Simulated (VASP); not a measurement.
Set up this calculation in VASP 6.6.1, as the native input.

```
Task                   : single point
Functional             : PBE
Potentials or basis    : VASP PAW PBE potentials, release 64 (P, Al)
Cutoff                 : 520 eV
k mesh                 : 2 × 2 × 1
Occupations            : gaussian, width 0.05 eV
Spin                   : no spin polarisation
Dipole correction      : yes
Further INCAR settings : LREAL = Auto; ALGO = Normal; EDIFF = 1e-07; NBANDS = 66
```

The structure of AlP lies in POSCAR:

```
AlP
1.0
    7.7877928730      0.0000000000      0.0000000000
   -3.8938964365      6.7444264675      0.0000000000
    0.0000000000      0.0000000000     23.1535445355
P Al
12 12
Direct
    0.5000000000      0.0000000000      0.3455194511
    0.5000000000      0.5000000000      0.3455194511
    0.0000000000      0.0000000000      0.3455194511
    0.0000000000      0.5000000000      0.3455194511
    0.6666666667      0.8333333333      0.4828354946
    0.6666666667      0.3333333333      0.4828354946
    0.1666666667      0.8333333333      0.4828354946
    0.1666666667      0.3333333333      0.4828354946
    0.8333333333      0.6666666667      0.6215525914
    0.8333333333      0.1666666667      0.6215525914
    0.3333333333      0.6666666667      0.6215525914
    0.3333333333      0.1666666667      0.6215525914
    0.1666666667      0.8333333333      0.3798484620
    0.1666666667      0.3333333333      0.3798484620
    0.6666666667      0.8333333333      0.3798484620
    0.6666666667      0.3333333333      0.3798484620
    0.3333333333      0.6666666667      0.5128481886
    0.3333333333      0.1666666667      0.5128481886
    0.8333333333      0.6666666667      0.5128481886
    0.8333333333      0.1666666667      0.5128481886
    0.5000000000      0.5000000000      0.6470443665
    0.5000000000      0.0000000000      0.6470443665
    0.0000000000      0.5000000000      0.6470443665
    0.0000000000      0.0000000000      0.6470443665
```

These files were run (other wordings do the same):

INCAR

```
SYSTEM = AlP
PREC = Accurate ; ENCUT = 520
EDIFF = 1E-7 ; ISMEAR = 0
SIGMA = 0.05 ; LREAL = Auto
LASPH = .True. ; NELM = 80
ALGO = Normal ; ISIF = 2
LWAVE = .False. ; LCHARG = .False.
LDIPOL = .True. ; IDIPOL = 3
DIPOL = 0.5 0.5 0.498 ; GGA = PE
NBANDS = 66
```

KPOINTS

```
regular mesh
0
Gamma
  2 2 1
  0 0 0
```

Potentials or basis: VASP PAW PBE potentials, release 64 (P, Al).

Command:

```bash
$ cat potpaw_PBE.64/P/POTCAR potpaw_PBE.64/Al/POTCAR > POTCAR
$ mpirun -np 1 vasp_std > vasp.out
```

It gave:

* Largest force: 0.696 eV/Å
* Band gap on the k mesh: zero (filled and empty bands touch)

Caveat: the k points lie up to 0.47 Å⁻¹ apart.

Run time: 18 min on 1 thread of Intel(R) Xeon(R) Platinum 8375C CPU @ 2.90GHz (Ice Lake) (shared host), peak memory 1.1 GiB.
